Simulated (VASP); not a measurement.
Write the native input for VASP 6.6.1 that does the following.

* Task: single point
* Functional: PBEsol
* Dispersion: D3(BJ)
* Potentials or basis: VASP PAW PBE potentials, release 64 (Al)
* Cutoff: 520 eV
* k mesh: 24 × 24 × 6
* Occupations: gaussian, width 0.1 eV
* Spin: no spin polarisation
* Dipole correction: no
* Further INCAR settings: ALGO = Fast; EDIFF = 1e-06; NBANDS = 14

The structure of Al lies in POSCAR:

```
Al
1.0
    2.7731070894      0.0000000000      0.0000000000
   -1.3865535447      2.4015811868      0.0000000000
    0.0000000000      0.0000000000      9.2587798462
Al
4
Direct
    0.0000000000      0.0000000000      0.0000000000
    0.3333333333      0.6666666667      0.2500000000
    0.0000000000      0.0000000000      0.5000000000
    0.6666666667      0.3333333333      0.7500000000
```

This isn't the form of Al at room conditions, which is fcc.

This cell differs from its parent crystal: biaxial strain in the a-b plane: -1.0 %, then relaxed in part.

These files were run (other wordings do the same):

INCAR

```
SYSTEM = Al
PREC = Accurate
ENCUT = 520
EDIFF = 1E-6
ISMEAR = 0
SIGMA = 0.1
LREAL = .False.
LASPH = .True.
NELM = 80
ALGO = Fast
ISIF = 2
LWAVE = .False.
LCHARG = .False.
GGA = PS
IVDW = 12
NBANDS = 14
```

KPOINTS

```
Automatic mesh
0
Gamma
  24 24 6
  0 0 0
```

Potentials or basis: VASP PAW PBE potentials, release 64 (Al).

Launch:

```console
$ cat potpaw_PBE.64/Al/POTCAR > POTCAR
$ mpirun -np 1 vasp_std > vasp.out
```

It gave:

* Pressure: 1.3 GPa
* Band gap on the k mesh: zero (bands 6 and 7 overlap by 5.30 eV)
* Dispersion energy per atom: -0.340 eV

Caveat: the cell differs from its parent crystal (biaxial strain in the a-b plane: -1.0 %, then relaxed in part); the PAW data sets were made with another functional, which shifts forces and pressure a little.

It took 70 s on 1 thread of Intel(R) Xeon(R) 6975P-C (Granite Rapids) (shared host), peak memory 0.3 GiB.
